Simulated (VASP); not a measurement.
SiC, 12 atoms in the cell. The cell holds a slab with vacuum, 12 atoms: a = 3.092 Å, b = 3.092 Å, c = 28.315 Å, α = 90.00°, β = 90.00°, γ = 120.00°. 

| Property | Result |
| --- | --- |
| Program | VASP 6.6.1 |
| Task | single point |
| Functional | PBE |
| Potentials or basis | VASP PAW PBE potentials, release 64 (C, Si) |
| Cutoff | 640 eV |
| k mesh | 9 × 9 × 3 |
| Occupations | gaussian, width 0.05 eV |
| Spin | no spin polarisation |
| Dipole correction | yes |
| Second try | not_converged |
| Further INCAR settings | ALGO = Normal; EDIFF = 1e-06; NBANDS = 36; AMIX = 0.1; BMIX = 0.0001; NELMDL = -8 |

Potentials or basis: VASP PAW PBE potentials, release 64 (C, Si).

The run is started by

```bash
$ cat potpaw_PBE.64/C/POTCAR potpaw_PBE.64/Si/POTCAR > POTCAR
$ mpirun -np 4 vasp_std > vasp.out
```

Hardware: 4 MPI ranks on Intel(R) Xeon(R) Platinum 8488C (Sapphire Rapids) (shared host).

**Question.** How long does it take, and how much memory?

**Answer.** It took 30 min on 4 MPI ranks on Intel(R) Xeon(R) Platinum 8488C (Sapphire Rapids), with other jobs on the host, peak memory 0.6 GiB a rank. Counts: scf iterations 209, k points 31.
